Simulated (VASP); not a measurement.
# Al2Cu (I4/mmm) in VASP: single point with r2SCAN

Aim: the single point of Al2Cu with r2SCAN.

Everything below comes from runs of VASP 6.6.1. Logs are shortened: lines on timing, memory, paths and dates and some standing lists are left out, and cuts for length are marked.

### 1 The cell of the first run

The structure is tetragonal, space group I4/mmm (No. 139). Conventional cell: a = 4.100 Å, b = 4.100 Å, c = 5.505 Å, α = 90.00°, β = 90.00°, γ = 90.00°. Al (site symmetry -4m2) has 4 Cu at 2.47 Å and 6 Al at 2.75 to 2.90 Å within 3.3 Å. Cu (site symmetry 4/mmm) has 8 Al at 2.47 Å within 3.3 Å.

### 2 Single point, r2SCAN (uniaxial strain along c: -4.0 %, then relaxed in part)

POSCAR

```
Al2Cu
1.0
    2.8991066523      2.8991066523      0.0000000000
   -2.8991066523      2.8991066523      0.0000000000
    0.0000000000      0.0000000000      5.5047811240
Al Cu
4 2
Direct
    0.5000000000      0.0000000000      0.2500000000
    0.0000000000      0.5000000000      0.2500000000
    0.0000000000      0.5000000000      0.7500000000
    0.5000000000      0.0000000000      0.7500000000
    0.0000000000      0.0000000000      0.5000000000
    0.5000000000      0.5000000000      0.0000000000
```

INCAR.step1

```
PREC     = Accurate       # precision mode
ENCUT    = 520            # plane-wave cutoff, eV
ISMEAR   = 0              # smearing method
SIGMA    = 0.1            # smearing width, eV
LREAL    = False          # projectors in reciprocal space
LASPH    = True           # aspherical terms in the spheres
NELM     = 80             # most SCF steps
NBANDS   = 26             # bands
GGA      = PE             # functional
ALGO     = Normal         # electronic algorithm
EDIFF    = 1E-4           # SCF threshold, eV
LWAVE    = True           # write WAVECAR
LCHARG   = False          # write CHGCAR
```

INCAR.step2

```
PREC     = Accurate       # precision mode
ENCUT    = 520            # plane-wave cutoff, eV
EDIFF    = 1E-6           # SCF threshold, eV
ISMEAR   = 0              # smearing method
SIGMA    = 0.1            # smearing width, eV
LREAL    = False          # projectors in reciprocal space
LASPH    = True           # aspherical terms in the spheres
NELM     = 80             # most SCF steps
ALGO     = Normal         # electronic algorithm
ISIF     = 2              # what is computed and relaxed
LWAVE    = False          # write WAVECAR
LCHARG   = False          # write CHGCAR
METAGGA  = R2SCAN         # meta-GGA
LMIXTAU  = True         
NBANDS   = 26             # bands
ISTART   = 1
```

KPOINTS

```
regular mesh
0
Gamma
  10 10 6
```

Potentials or basis: VASP PAW PBE potentials, release 64 (Al, Cu).

Run with:

```console
cat potpaw_PBE.64/Al/POTCAR potpaw_PBE.64/Cu/POTCAR > POTCAR
cp INCAR.step1 INCAR
mpirun -np 1 vasp_std > vasp.out
cp INCAR.step2 INCAR
mpirun -np 1 vasp_std > vasp.out
```

OUTCAR:

```text
PREC = Accurate
   ENCUT = 520
   EDIFF = 1E-6
   ISMEAR = 0
   LREAL = False
   LASPH = True
   NELM = 80
   ISIF = 2
   METAGGA = R2SCAN
   ISTART = 1

 ion  position               nearest neighbor table
   1  0.500  0.000  0.250-   5 2.47   6 2.47   6 2.47   5 2.47   4 2.75   4 2.75   2 2.90   2 2.90
                             2 2.90   2 2.90
   2  0.000  0.500  0.250-   5 2.47   6 2.47   5 2.47   6 2.47   3 2.75   3 2.75   1 2.90   1 2.90
                             1 2.90   1 2.90
   3  0.000  0.500  0.750-   5 2.47   6 2.47   5 2.47   6 2.47   2 2.75   2 2.75   4 2.90   4 2.90
                             4 2.90   4 2.90
   4  0.500  0.000  0.750-   5 2.47   6 2.47   6 2.47   5 2.47   1 2.75   1 2.75   3 2.90   3 2.90
                             3 2.90   3 2.90
   5  0.000  0.000  0.500-   1 2.47   2 2.47   3 2.47   4 2.47   2 2.47   3 2.47   1 2.47   4 2.47

   6  0.500  0.500  0.000-   1 2.47   2 2.47   3 2.47   4 2.47   1 2.47   4 2.47   2 2.47   3 2.47

  LATTYP: Found a simple tetragonal cell.
 ALAT       =     4.0999559464
 C/A-ratio  =     1.3426439688

  Lattice vectors:

 A1 = (   2.8991066523,   2.8991066523,   0.0000000000)
 A2 = (  -2.8991066523,   2.8991066523,   0.0000000000)
 A3 = (   0.0000000000,   0.0000000000,   5.5047811240)

Analysis of symmetry for initial positions (statically):
=====================================================================
 Subroutine PRICEL returns following result:

  LATTYP: Found a body centered tetragonal cell.
 ALAT       =     4.0999559464
 C/A-ratio  =     1.3426439688

  Lattice vectors:

 A1 = (   0.0000000000,  -2.8991066523,  -2.7523905620)
 A2 = (   0.0000000000,   2.8991066523,  -2.7523905620)
 A3 = (   2.8991066523,   0.0000000000,   2.7523905620)

   2 primitive cells build up your supercell.

 Routine SETGRP: Setting up the symmetry group for a
 simple tetragonal supercell.

 Subroutine GETGRP returns: Found 16 space group operations
 (whereof 16 operations were pure point group operations)
 out of a pool of 16 trial point group operations.

The static configuration has the point symmetry D_4h.

Analysis of symmetry for dynamics (positions and initial velocities):
=====================================================================
 Subroutine PRICEL returns following result:

  LATTYP: Found a body centered tetragonal cell.
 ALAT       =     4.0999559464
 C/A-ratio  =     1.3426439688

  Lattice vectors:

 A1 = (   0.0000000000,  -2.8991066523,  -2.7523905620)
 A2 = (   0.0000000000,   2.8991066523,  -2.7523905620)
 A3 = (   2.8991066523,   0.0000000000,   2.7523905620)

   2 primitive cells build up your supercell.

 Routine SETGRP: Setting up the symmetry group for a
 simple tetragonal supercell.

 Subroutine GETGRP returns: Found 16 space group operations
 (whereof 16 operations were pure point group operations)
 out of a pool of 16 trial point group operations.

The dynamic configuration has the point symmetry D_4h.

 Subroutine INISYM returns: Found 16 space group operations
 (whereof 16 operations are pure point group operations),
 and found     2 'primitive' translations

----------------------------------------------------------------------------------------

                                     Primitive cell

  volume of cell :      46.2667

  direct lattice vectors                    reciprocal lattice vectors
     0.000000000 -2.899106652 -2.752390562     0.172466922 -0.172466922 -0.181660265
     0.000000000  2.899106652 -2.752390562     0.172466922  0.172466922 -0.181660265
     2.899106652  0.000000000  2.752390562     0.344933843  0.000000000  0.000000000

  length of vectors
     3.997558403  3.997558403  3.997558403     0.304121900  0.304121900  0.344933843

  position of ions in fractional coordinates (direct lattice)
     0.750000000  0.250000000  0.500000000
     0.250000000  0.750000000  0.500000000
     0.500000000  0.500000000  0.000000000

  ion indices of the primitive-cell ions
   primitive index   ion index
                 1           1
                 2           4
                 3           5

----------------------------------------------------------------------------------------

 KPOINTS: regular mesh

Automatic generation of k-mesh.
 Grid dimensions read from file:
 generate k-points for:   10   10    6

 Generating k-lattice:

  Cartesian coordinates                     Fractional coordinates (reciprocal lattice)
     0.017246692  0.017246692  0.000000000     0.100000000  0.000000000  0.000000000
    -0.017246692  0.017246692  0.000000000     0.000000000  0.100000000  0.000000000
     0.000000000  0.000000000  0.030276711     0.000000000  0.000000000  0.166666667

  Length of vectors
     0.024390506  0.024390506  0.030276711

  Shift w.r.t. Gamma in fractional coordinates (k-lattice)
     0.000000000  0.000000000  0.000000000

 Subroutine IBZKPT returns following result:
 ===========================================

 Found     84 irreducible k-points:

 Following reciprocal coordinates:
            Coordinates               Weight
  0.000000  0.000000  0.000000      1.000000
  0.100000  0.000000  0.000000      4.000000
  0.200000  0.000000  0.000000      4.000000
  0.300000  0.000000  0.000000      4.000000
  0.400000  0.000000  0.000000      4.000000
  0.500000  0.000000  0.000000      2.000000
[... 16 lines left out ...]
  0.100000  0.000000  0.166667      8.000000
  0.200000  0.000000  0.166667      8.000000
 [... further k-points ...]
   k-points           NKPTS =     84   k-points in BZ     NKDIM =     84   number of bands    NBANDS=     26
   number of dos      NEDOS =    301   number of ions     NIONS =      6
   total plane-waves  NPLWV =  37800
   dimension x,y,z NGX =    30 NGY =   30 NGZ =   42
   dimension x,y,z NGXF=    60 NGYF=   60 NGZF=   84
   ions per type =               4   2
   NGX,Y,Z   is equivalent  to a cutoff of  12.16, 12.16, 12.68 a.u.
   NGXF,Y,Z  is equivalent  to a cutoff of  24.33, 24.33, 25.37 a.u.
 SYSTEM =  unknown system
   PREC   = accura    normal or accurate (medium, high low for compatibility)
   ISTART =      1    job   : 0-new  1-cont  2-samecut
   ICHARG =      0    charge: 1-file 2-atom 10-const
   ISPIN  =      1    spin polarized calculation?
   LNONCOLLINEAR =      F non collinear calculations
   LSORBIT =      F    spin-orbit coupling
   LASPH  =      T    aspherical Exc in radial PAW
   ENCUT  =  520.0 eV  38.22 Ry    6.18 a.u.   7.62  7.62 10.24*2*pi/ulx,y,z
   NELM   =     80;   NELMIN=  2; NELMDL=  0     # of ELM steps
   EDIFF  = 0.1E-05   stopping-criterion for ELM
   LREAL  =      F    real-space projection
   EDIFFG = 0.1E-04   stopping-criterion for IOM
   NSW    =      0    number of steps for IOM
   IBRION =     -1    ionic relax: 0-MD 1-quasi-New 2-CG
   NFREE  =      0    steps in history (QN), initial steepest desc. (CG)
   ISIF   =      2    stress and relaxation
   ISYM   =      2    0-nonsym 1-usesym 2-fastsym
   POTIM  = 0.5000    time-step for ionic-motion
   TEBEG  =    0.0;   TEEND  =   0.0 temperature during run
   PSTRESS=    0.0 pullay stress
   NELECT =      34.0000    total number of electrons
   NUPDOWN=      -1.0000    fix difference up-down
   EMIN   =  10.00;   EMAX   =-10.00  energy-range for DOS
   EFERMI =   0.00;   METHOD = LEGACY
   ISMEAR =     0;   SIGMA  =   0.10  broadening in eV -4-tet -1-fermi 0-gaus
   EFERMI_NEDOS =   21; number of points for ismear=-14 and -15
   IALGO  =     38    algorithm
   IMIX   =      4    mixing-type and parameters
     AMIX     =   0.40;   BMIX     =  1.00
     AMIX_MAG =   1.60;   BMIX_MAG =  1.00
  volume/ion in A,a.u.               =      15.42       104.07
  Fermi-wavevector in a.u.,A,eV,Ry     =   1.172560  2.215817 18.706602  1.374896
  Thomas-Fermi vector in A             =   2.308986
   LORBIT       =      0    0 simple, 1 ext, 2 COOP (PROOUT), +10 PAW based schemes
   METAGGA = R2SCAN    functional components
   LHFCALC =     F    Hartree Fock is set to
   AEXX    =    0.0000 exact exchange contribution
   IVDW    =     0    specifies the selected vdW correction
   LEPSILON=     F    determine dielectric tensor
   LRPA    =     F    only Hartree local field effects (RPA)
 non-spin polarized calculation
 Gauss-broadening in eV      SIGMA  =   0.10
  energy-cutoff  :      520.00
  volume of cell :       92.53
 maximum number of plane-waves:      2516
   NGX = 15   NGY = 15   NGZ = 21

 number of electron      33.9999968 magnetization

 Free energy of the ion-electron system (eV)
  ---------------------------------------------------
  ext. energy  EPLUGINS =         0.00000000
  ---------------------------------------------------
  free energy    TOTEN  =       -49.78634290 eV

  energy without entropy =      -49.78082961  energy(sigma->0) =      -49.78358625

 E-fermi :   7.2644     XC(G=0): -11.3110

 val. band max:        7.2288402205   @ k =   0.0000   0.0000   0.5000
 cond. band min:       7.2726458461   @ k =   0.5000   0.1000   0.3333
 fundamental gap:      0.0438056256
 Fermi energy:         7.2644271063

 k-point     1 :       0.0000    0.0000    0.0000
  band No.  band energies     occupation
      1      -3.6846      2.00000
      2       1.0578      2.00000
      3       1.2142      2.00000
      4       1.7005      2.00000
      5       2.3800      2.00000
      6       2.4309      2.00000
[... 18 lines left out ...]
     25      14.3373      0.00000
     26      14.3373      0.00000

 k-point     2 :       0.1000    0.0000    0.0000
  band No.  band energies     occupation
      1      -3.5915      2.00000
      2       1.1274      2.00000
      3       1.2590      2.00000
      4       1.6468      2.00000
      5       2.3933      2.00000
      6       2.4068      2.00000
[... 18 lines left out ...]
     25      13.2461      0.00000
[... 608 lines left out ...]
     25      13.4692      0.00000
     26      13.9241      0.00000

 k-point    24 :       0.2000    0.0000    0.1667
  band No.  band energies     occupation
      1      -3.1720      2.00000
      2       0.0592      2.00000
      3       1.4235      2.00000
      4       2.2473      2.00000
      5       2.2979      2.00000
      6       2.4730      2.00000
[... 18 lines left out ...]
     25      13.2283      0.00000
     26      14.2824      0.00000

 [... further k-points ...]

------------------------ aborting loop because EDIFF is reached ----------------------------------------

  FORCE on cell =-STRESS in cart. coord.  units (eV):
  Direction    XX          YY          ZZ          XY          YZ          ZX
  --------------------------------------------------------------------------------------
  -------------------------------------------------------------------------------------
  Total       -0.0699283     -0.0699283      3.7275306      0.0000000      0.0000000     -0.0000000
  in kB       -1.2107795     -1.2107795     64.5406542      0.0000000      0.0000000     -0.0000000
  external PRESSURE =      20.7063650 kB  Pullay stress =       0.0000000 kB

 VOLUME and BASIS-vectors are now :
 -----------------------------------------------------------------------------
  energy-cutoff  :      520.00
  volume of cell :       92.53
      direct lattice vectors                 reciprocal lattice vectors
     2.899106652  2.899106652  0.000000000     0.172466922  0.172466922  0.000000000
    -2.899106652  2.899106652  0.000000000    -0.172466922  0.172466922  0.000000000
     0.000000000  0.000000000  5.504781124     0.000000000  0.000000000  0.181660265

 POSITION                                       TOTAL-FORCE (eV/Angst)
 -----------------------------------------------------------------------------------
      1.44955      1.44955      1.37620        -0.000000      0.000000      0.000000
     -1.44955      1.44955      1.37620        -0.000000      0.000000      0.000000
     -1.44955      1.44955      4.12859        -0.000000      0.000000      0.000000
      1.44955      1.44955      4.12859        -0.000000      0.000000     -0.000000
      0.00000      0.00000      2.75239         0.000000     -0.000000     -0.000000
      0.00000      2.89911      0.00000         0.000000     -0.000000     -0.000000
 -----------------------------------------------------------------------------------
    total drift:                               -0.000000      0.000000     -0.000000

  FREE ENERGIE OF THE ION-ELECTRON SYSTEM (eV)
  ---------------------------------------------------
  free  energy   TOTEN  =       -49.7863428964 eV

  energy  without entropy=      -49.7808296099  energy(sigma->0) =      -49.78358625
```

Run time: 15 min. Hardware: 1 thread of Intel Xeon 8259CL, shared host; peak memory 0.31 GiB.

What came out:

| Quantity | Value |
| --- | --- |
| Free energy | -49.7863 eV |
| Pressure | 2.1 GPa |
| Band gap on the k mesh | zero (bands 17 and 18 overlap by 4.16 eV) |

Levels at points of the mesh, in eV from the Fermi level:
| k point | band 13 | band 14 | band 15 | band 16 | band 17 | band 18 | band 19 | band 20 | band 21 | band 22 |
| --- | --- | --- | --- | --- | --- | --- | --- | --- | --- | --- |
| (0.00, 0.00, 0.00) | -3.87 | -2.44 | -2.44 | 0.18 | 1.53 | 2.76 | 2.88 | 2.88 | 3.29 | 3.38 |
| (0.50, 0.00, 0.00) | -3.02 | -3.02 | -2.56 | -2.56 | 0.03 | 0.03 | 2.33 | 2.33 | 4.93 | 4.93 |
| (0.50, 0.50, 0.00) | -4.01 | -4.01 | -2.26 | -2.26 | -1.86 | -1.86 | 0.86 | 0.86 | 1.86 | 1.86 |
| (0.00, 0.00, 0.50) | -0.77 | -0.77 | -0.77 | -0.77 | -0.04 | -0.04 | 0.92 | 0.92 | 2.85 | 2.85 |
| (0.50, 0.00, 0.50) | -4.15 | -4.15 | 0.35 | 0.35 | 0.81 | 0.81 | 2.99 | 2.99 | 3.10 | 3.10 |
| (0.50, 0.50, 0.50) | -3.82 | -3.82 | -3.82 | -3.82 | -2.56 | -2.56 | 4.95 | 4.95 | 4.95 | 4.95 |

Caveat: the cell differs from its parent crystal (uniaxial strain along c: -4.0 %, then relaxed in part); the stress differs along the axes, from -0 to 6 GPa; the PAW data sets were made with another functional, which shifts forces and pressure a little.

The gap in the log of VASP goes by the Fermi energy; the results here count the filled bands.